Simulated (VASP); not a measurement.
The system is KBr.

```
K Br
1.0
     0.00000    3.68830    3.68830
     3.66469    0.00000    3.68830
     3.66469    3.68830    0.00000
K Br
1 1
Direct
  0.00000 0.00000 0.00000
  0.25000 0.25000 0.25000
```

This cell differs from its parent crystal: uniaxial x strain -0.6%.

Base run:

| Property | Result |
| --- | --- |
| Program | VASP 6.6.1 |
| Functional | HSE06 |
| Potentials or basis | VASP PAW PBE potentials, release 64 (K_sv, Br) |
| Cutoff | 520 eV |
| k mesh | 4 × 4 × 4 |
| Occupations | gaussian, width 0.01 eV |
| Spin | no spin polarisation |

Its results: band gap on the k mesh 5.40 eV (least direct gap 5.41 eV); pressure 0.2 GPa.

Task: The run is repeated on the same cell with these changes: functional from HSE06 to r2SCAN; k mesh from 4 × 4 × 4 to 6 × 6 × 6. What comes out?

Result: Band gap on the k mesh 4.85 eV (least direct gap 4.86 eV); pressure 0.1 GPa.

Several settings changed at once.

Caveats: the structure was generated, so it needn't be the stable form of KBr; the PAW data sets were made with another functional, which shifts forces and pressure a little.

A k mesh can miss the band edges.
